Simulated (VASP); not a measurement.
Write the native input for VASP 6.6.1 that does the following.

| Item | Value |
| --- | --- |
| Task | single point |
| Functional | PBE |
| Potentials or basis | VASP PAW PBE potentials, release 64 (In_d) |
| Cutoff | 520 eV |
| k mesh | 13 × 13 × 7 |
| Occupations | fermi-dirac, width 0.08 eV |
| Spin | no spin polarisation |
| Dipole correction | no |
| Further INCAR settings | ALGO = Normal; EDIFF = 1e-06; NBANDS = 20 |

The structure of In lies in POSCAR:

```
In
1.0
    2.9566971661      0.0000000000      0.0000000000
   -1.4783485830      2.5605748571      0.0000000000
    0.0000000000      0.0000000000      4.7702297648
In
2
Direct
    0.3333333333      0.6666666667      0.2500000000
    0.6666666667      0.3333333333      0.7500000000
```

One way to write it, as run:

INCAR

```
SYSTEM = In
  PREC = Accurate
  ENCUT = 520
  EDIFF = 1E-6
  ISMEAR = -1
  SIGMA = 0.08
  LREAL = .FALSE.
  LASPH = .TRUE.
  NELM = 80
  ALGO = Normal
  ISIF = 2
  LWAVE = .FALSE.
  LCHARG = .FALSE.
  GGA = PE
  NBANDS = 20
```

KPOINTS

```
Automatic mesh
0
G
  13 13 7
  0 0 0
```

Potentials or basis: VASP PAW PBE potentials, release 64 (In_d).

Run with:

```bash
$ cat potpaw_PBE.64/In_d/POTCAR > POTCAR
$ mpirun -np 1 vasp_std > vasp.out
```

Results of the run:

```
Pressure               : 44.3 GPa
Band gap on the k mesh : zero (band 13 reaches 16.91 eV, above the bottom of band 14 at 9.94 eV)
```

Caveat: spin-orbit coupling is left out, which moves the levels of the heavy elements.

Run time: 55 s on 1 thread of Intel Xeon 8259CL, on a shared host, peak memory 0.18 GiB.
